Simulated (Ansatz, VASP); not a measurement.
# MgO in VASP and in Ansatz

The input POSCAR:

```
MgO
1.0
    0.0000000000      2.0144742669      2.0144742669
    2.0144742669      0.0000000000      2.0144742669
    2.0144742669      2.0144742669      0.0000000000
Mg O
1 1
Direct
    0.0000000000      0.0000000000      0.0000000000
    0.5000000000      0.5000000000      0.5000000000
```

File INCAR.step1:

```
PREC = Accurate
ENCUT = 520
ISMEAR = 0
SIGMA = 0.02
LREAL = False
LASPH = True
NELM = 60
NBANDS = 11
GGA = PE
ALGO = Normal
EDIFF = 1E-4
LWAVE = True
LCHARG = False
```

The input INCAR.step2:

```
PREC = Accurate
ENCUT = 520
EDIFF = 1E-6
ISMEAR = 0
SIGMA = 0.02
LREAL = False
LASPH = True
NELM = 60
ALGO = Normal
ISIF = 2
LWAVE = False
LCHARG = False
METAGGA = R2SCAN
LMIXTAU = True
NBANDS = 11
ISTART = 1
```

File KPOINTS:

```
Automatic mesh
0
Gamma
  10 10 10
```

Input for Ansatz:

```yaml
crystal:
  lattice:
    - [0.0, 2.0144742669, 2.0144742669]
    - [2.0144742669, 0.0, 2.0144742669]
    - [2.0144742669, 2.0144742669, 0.0]
  atoms:
    - { symbol: Mg, position: [0.0, 0.0, 0.0] }
    - { symbol: O, position: [0.5, 0.5, 0.5] }
basis:
  ecutwfc: 500
kpoints:
  mp_grid: { grid: [10, 10, 10] }
hamiltonian:
  xc: r2scan
scf:
  occupations: { method: gaussian, width: 0.02 }
output:
  forces: true
  stress: true
  eigenvalues: true
  write_density: true
  write_potential: true
  elf: true
  volumetric_format: npy
```

Alike in both runs: task single point; functional r2SCAN; k mesh 10 × 10 × 10; occupations gaussian, width 0.02 eV; no spin polarisation.

|  | VASP | Ansatz |
| --- | --- | --- |
| version | VASP 6.6.1 | Ansatz 0.2.0 |
| potentials or method | VASP PAW PBE potentials, release 64 (Mg, O), cutoff 520 eV | scalar-relativistic, plane waves, PAW |
| valence electrons in the cell | 8 | 16 |

Ansatz gave:

* gap on the k mesh at the Fermi level (eV): 7.09
* least direct gap on the mesh (eV): 7.09
* pressure (GPa): 27.7

Question: What did VASP give for the same quantities?

Answer: gap on the k mesh at the Fermi level (eV): 7.07; least direct gap on the mesh (eV): 7.07; pressure (GPa): 26.6.

VASP's potentials were made for PBE, not for r2SCAN. VASP's potentials hold 8 valence electrons a cell and Ansatz's 16, so a difference there can come from the potentials and not from the codes.
